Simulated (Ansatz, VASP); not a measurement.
## NiO: VASP beside Ansatz

```
CELL_PARAMETERS angstrom
4.17000 2.08500 2.08500
2.08500 4.17000 2.08500
2.08500 2.08500 4.17000
ATOMIC_POSITIONS crystal
Ni 0.99967 0.99967 0.99967
Ni 0.49967 0.49967 0.49967
O 0.25121 0.25121 0.25121
O 0.75121 0.75121 0.75121
```

Alike in both runs: task single point; functional PBE; k mesh 4 × 4 × 4; collinear spin.

|  | VASP | Ansatz |
| --- | --- | --- |
| version | VASP 6.6.1 | Ansatz 0.2 development build |
| potentials or method | VASP PAW PBE potentials, release 64 (Ni, O), cutoff 600 eV | all-electron full-potential LAPW, scalar-relativistic |
| occupations | gaussian, width 0.01 eV | fixed |

Ansatz gave:

```
pressure (GPa)                                                : 3.7
traceless stress, the component that is largest in VASP (GPa) : -0.37
rms of the force components (eV/Å)                            : 0.056
net moment per atom (μB)                                      : 0.00
size of the moment on the site where the two differ most (μB) : 1.41
```

Task: Estimate VASP's values.

Result: Pressure (GPa): 3.2; traceless stress, the component that is largest in VASP (GPa): -0.37; rms of the force components (eV/Å): 0.056; net moment per atom (μB): 0.00; size of the moment on the site where the two differ most (μB): 1.37.

Site moments also hang on the region over which each program counts them. Atom by atom the forces differ by 0.000 eV/Å (rms over components). Ansatz ran all-electron here, and VASP with PAW potentials. Ansatz's warnings: anti translation declined.

The k mesh is coarse, so the values compare programs but aren't converged.
